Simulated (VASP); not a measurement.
**LiH: single point with LDA**

Crystal: LiH.

```xyz
2
Lattice="0.0000 1.9512 1.8699 1.9512 0.0000 1.8699 1.9512 1.9512 0.0000" Properties=species:S:1:pos:R:3 pbc="T T T"
Li    0.0000    0.0000    0.0000
H     1.9512    1.9512    1.8699
```

This cell differs from its parent crystal: strain -0.040 along x and y, -0.080 along z.

```json
{"Program": "VASP 6.6.1", "Task": "single point", "Functional": "LDA", "Potentials or basis": "VASP PAW LDA potentials, release 64 (Li_sv, H)", "Cutoff": "520 eV", "k mesh": "10 × 10 × 10", "Occupations": "gaussian, width 0.05 eV", "Spin": "no spin polarisation"}
```

| Property | Result |
| --- | --- |
| Band gap on the k mesh | 2.05 eV, indirect (least direct gap 2.39 eV) |

Levels at points of the mesh, in eV from the valence-band top:
```tsv
k point	band 1	band 2	band 3	band 4	band 5	band 6
(0.00, 0.00, 0.00)	-43.63	-6.25	17.51	18.19	18.58	18.58
(0.50, 0.00, 0.00)	-43.55	-3.38	4.72	14.25	16.43	17.49
(0.50, 0.50, 0.00)	-43.52	0.00	2.68	10.26	10.26	13.72
(0.50, 0.00, 0.50)	-43.53	-0.34	2.05	10.82	11.22	14.46
```

It took 9.2 s on 1 thread of Intel Xeon 6975P-C (shared host), peak memory 0.12 GiB.

Caveat: the cell differs from its parent crystal (strain -0.040 along x and y, -0.080 along z). A k mesh can miss the band edges.
